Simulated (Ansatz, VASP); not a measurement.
# One calculation of SnTe, two programs

File INCAR:

```
SYSTEM = SnTe
  ALGO = Normal
  EDIFF = 1E-7
  ENCUT = 520
  GGA = PE
  ISIF = 2
  ISMEAR = -1
  LASPH = .TRUE.
  LCHARG = .TRUE.
  LELF = .TRUE.
  LREAL = .FALSE.
  LVHAR = .TRUE.
  LWAVE = .FALSE.
  NBANDS = 17
  NELM = 100
  PREC = Accurate
  SIGMA = 0.05
```

Contents of KPOINTS:

```
k-points
0
G
  7 7 7
  0 0 0
```

File POSCAR:

```
SnTe
1.0
    3.8249898787      0.0000000000      0.0000000000
    0.0000000000      3.8249898787      0.0000000000
    0.0000000000      0.0000000000      3.8249898787
Te Sn
1 1
Direct
    0.5000000000      0.5000000000      0.5000000000
    0.0000000000      0.0000000000      0.0000000000
```

Contents of input.yaml:

```yaml
crystal:
  lattice:
    - [3.8249898787, 0.0, 0.0]
    - [0.0, 3.8249898787, 0.0]
    - [0.0, 0.0, 3.8249898787]
  atoms:
    - { symbol: Te, position: [0.5, 0.5, 0.5] }
    - { symbol: Sn, position: [0.0, 0.0, 0.0] }
kpoints:
  mp_grid: { grid: [7, 7, 7] }
scf:
  occupations: { method: fermi_dirac, width: 0.05 }
hamiltonian:
  xc: pbe
  pseudopotentials: { kind: all_electron, lapw: { basis_error: 0.0005 } }
output:
  forces: true
  stress: true
  eigenvalues: true
```

Change from the starting cell: volume scaled by 0.94.

Alike in both runs: task single point; functional PBE; k mesh 7 × 7 × 7; occupations fermi-dirac, width 0.05 eV; no spin polarisation.

|  | VASP | Ansatz |
| --- | --- | --- |
| version | VASP 6.6.1 | Ansatz 0.2.0 |
| potentials or method | VASP PAW PBE potentials, release 64 (Te, Sn_d), cutoff 520 eV | all-electron LAPW, scalar-relativistic |

Ansatz gave:

| Quantity | Value |
| --- | --- |
| gap on the k mesh at the Fermi level (eV) | none |
| pressure (GPa) | 1.4 |

Problem. Estimate VASP's values.

Solution. gap on the k mesh at the Fermi level (eV): none; pressure (GPa): 1.3.

A gap of «none» marks a metal or a gap that the smearing closes. Ansatz ran all-electron here, and VASP with PAW potentials.

Spin-orbit coupling is off throughout.
